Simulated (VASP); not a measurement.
Set up this calculation in VASP 6.6.1, as the native input.

- Task: single point
- Functional: PBE
- Potentials or basis: VASP PAW PBE potentials, release 64 (Ga_d, B, Sb)
- Cutoff: 520 eV
- k mesh: 3 × 3 × 4
- Occupations: gaussian, width 0.1 eV
- Spin: no spin polarisation
- Dipole correction: no
- Further INCAR settings: ALGO = Normal; EDIFF = 1e-06; NBANDS = 31

The structure of Ga2BSb3 lies in POSCAR:

```
Ga2BSb3
1.0
    6.4145664300      0.0000000000      0.0000000000
   -3.2072832200      5.5551774900      0.0000000000
    0.0000000000      0.0000000000      4.2678211700
Ga B Sb
2 1 3
Direct
    0.3333333300      0.6666666700      0.5000000000
    0.6666666700      0.3333333300      0.5000000000
    0.0000000000      0.0000000000      0.5000000000
    0.5000000000      0.0000000000      0.5000000000
    0.0000000000      0.5000000000      0.5000000000
    0.5000000000      0.5000000000      0.5000000000
```

These files were run (other wordings do the same):

INCAR

```
ALGO = Normal
EDIFF = 1E-6
ENCUT = 520
GGA = PE
ISIF = 2
ISMEAR = 0
LASPH = True
LCHARG = True
LELF = True
LREAL = False
LVHAR = True
LWAVE = False
NBANDS = 31
NELM = 80
PREC = Accurate
SIGMA = 0.1
```

KPOINTS

```
k-points
0
Gamma
  3 3 4
```

Potentials or basis: VASP PAW PBE potentials, release 64 (Ga_d, B, Sb).

The run is started by

```console
$ cat potpaw_PBE.64/Ga_d/POTCAR potpaw_PBE.64/B/POTCAR potpaw_PBE.64/Sb/POTCAR > POTCAR
$ mpirun -np 1 vasp_std > vasp.out
```

Results of the run:

```json
{"Pressure": "93.9 GPa", "Band gap on the k mesh": "zero (band 22 reaches 5.86 eV, above the bottom of band 23 at 4.70 eV)"}
```

Caveat: the k points lie up to 0.38 Å⁻¹ apart; spin-orbit coupling is left out, which moves the levels of the heavy elements; this functional lacks dispersion, which binds the layers, so the pressure and a relaxed spacing across them are unreliable.

It took 29 s on 1 thread of Intel(R) Xeon(R) 6975P-C (Granite Rapids), on a shared host, peak memory 0.27 GiB.
